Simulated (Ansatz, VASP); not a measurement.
Ga: VASP beside Ansatz

Contents of INCAR:

```
AGGAC = 1.0
AGGAX = 1.0
ALDAC = 0.0
ALDAX = 1.0
ALGO = Normal
EDIFF = 1E-6
ENCUT = 520
GGA = B5
ISIF = 2
ISMEAR = -1
LASPH = True
LCHARG = False
LREAL = False
LWAVE = False
NBANDS = 20
NELM = 80
PREC = Accurate
SIGMA = 0.1
```

The input KPOINTS:

```
k-points
0
Gamma
  10 10 10
```

POSCAR

```
Ga
1.0
    0.0000000000      3.0623459536      3.0623459536
    3.0623459536      0.0000000000      3.0623459536
    3.0623459536      3.0623459536      0.0000000000
Ga
2
Direct
    0.1250000000      0.1250000000      0.1250000000
    0.8750000000      0.8750000000      0.8750000000
```

Input for Ansatz:

```yaml
crystal:
  lattice:
    - [0.0, 3.0623459536, 3.0623459536]
    - [3.0623459536, 0.0, 3.0623459536]
    - [3.0623459536, 3.0623459536, 0.0]
  atoms:
    - { symbol: Ga, position: [0.125, 0.125, 0.125] }
    - { symbol: Ga, position: [0.875, 0.875, 0.875] }
hamiltonian:
  xc: blyp
  pseudopotentials:
    kind: paw
    azcp:
      Ga: "pseudopotentials/Ga.paw.azcp"
basis:
  ecutwfc: 420
  fft_grid_basis: typed
kpoints:
  mp_grid: { grid: [10, 10, 10], shift: [0, 0, 0] }
magnetization:
  spin_polarized: false
scf:
  occupations: { method: fermi_dirac, width: 0.1 }
  lower_state_search: "off"
output:
  stress: true
```

Alike in both runs: task single point; functional BLYP; k mesh 10 × 10 × 10; occupations fermi-dirac, width 0.1 eV; no spin polarisation.

```csv
,VASP,Ansatz
version,VASP 6.6.1,Ansatz 0.2.0
potentials or method,"VASP PAW PBE potentials, release 64 (Ga_d), cutoff 520 eV","plane waves (420 eV) with PAW, scalar-relativistic"
valence electrons in the cell,26,26
```

```tsv
	VASP	Ansatz	Ansatz less VASP
pressure (GPa)	-0.8	-0.8	-0.06
```

VASP's potentials were made for PBE, not for BLYP. The functional is the same, so the differences come from potentials, cutoffs and numerics.
